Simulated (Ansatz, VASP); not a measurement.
# H: VASP beside Ansatz

INCAR

```
SYSTEM = H
PREC = Accurate
ENCUT = 520
EDIFF = 1E-6
ISMEAR = 0
SIGMA = 0.05
LREAL = .FALSE.
LASPH = .TRUE.
NELM = 80
ALGO = Normal
ISIF = 2
LWAVE = .FALSE.
LCHARG = .FALSE.
GGA = PE
NBANDS = 14
```

KPOINTS

```
regular mesh
0
G
  6 6 6
  0 0 0
```

Contents of POSCAR:

```
H
1.0
    3.7097352756     -3.7097352756      0.0000000000
    3.7097352756      3.7097352756      0.0000000000
   -3.7097352756      0.0000000000      4.5711281958
H
8
Direct
    0.4185113840      0.4993796880      0.9178910720
    0.2089455360      0.7089455360      0.4178910720
    0.9589455360      0.9589455360      0.9178910720
    0.7089455360      0.2089455360      0.4178910720
    0.0410544640      0.0410544640      0.0821089280
    0.7910544640      0.2910544640      0.5821089280
    0.5410544640      0.5410544640      0.0821089280
    0.2910544640      0.7910544640      0.5821089280
```

Input for Ansatz:

```yaml
crystal:
  lattice:
    - [3.7097352756, -3.7097352756, 0.0]
    - [3.7097352756, 3.7097352756, 0.0]
    - [-3.7097352756, 0.0, 4.5711281958]
  atoms:
    - { symbol: H, position: [0.418511384, 0.499379688, 0.917891072] }
    - { symbol: H, position: [0.208945536, 0.708945536, 0.417891072] }
    - { symbol: H, position: [0.958945536, 0.958945536, 0.917891072] }
    - { symbol: H, position: [0.708945536, 0.208945536, 0.417891072] }
    - { symbol: H, position: [0.041054464, 0.041054464, 0.082108928] }
    - { symbol: H, position: [0.791054464, 0.291054464, 0.582108928] }
    - { symbol: H, position: [0.541054464, 0.541054464, 0.082108928] }
    - { symbol: H, position: [0.291054464, 0.791054464, 0.582108928] }
basis:
  ecutwfc: 420
kpoints:
  mp_grid: { grid: [6, 6, 6] }
hamiltonian:
  xc: pbe
scf:
  occupations: { method: gaussian, width: 0.05 }
output:
  forces: true
  stress: true
  eigenvalues: true
```

Alike in both runs: task single point; functional PBE; k mesh 6 × 6 × 6; occupations gaussian, width 0.05 eV; no spin polarisation.

```csv
,VASP,Ansatz
version,VASP 6.6.1,Ansatz 0.2.0
potentials or method,"VASP PAW PBE potentials, release 64 (H), cutoff 520 eV","scalar-relativistic, plane waves, PAW"
valence electrons in the cell,8,8
```

VASP gave:

| Property | Result |
| --- | --- |
| gap on the k mesh at the Fermi level (eV) | 8.90 |
| least direct gap on the mesh (eV) | 9.26 |
| pressure (GPa) | -0.7 |
| traceless stress, the component that is largest in VASP (GPa) | -0.93 |
| rms of the force components (eV/Å) | 0.480 |

Problem. What did Ansatz give for the same quantities?

Solution. gap on the k mesh at the Fermi level (eV): 8.90; least direct gap on the mesh (eV): 9.26; pressure (GPa): -0.6; traceless stress, the component that is largest in VASP (GPa): -0.89; rms of the force components (eV/Å): 0.480.

Atom by atom the forces differ by 0.005 eV/Å (rms over components). With one functional, cell and mesh, what is left measures potentials, basis and numerics.
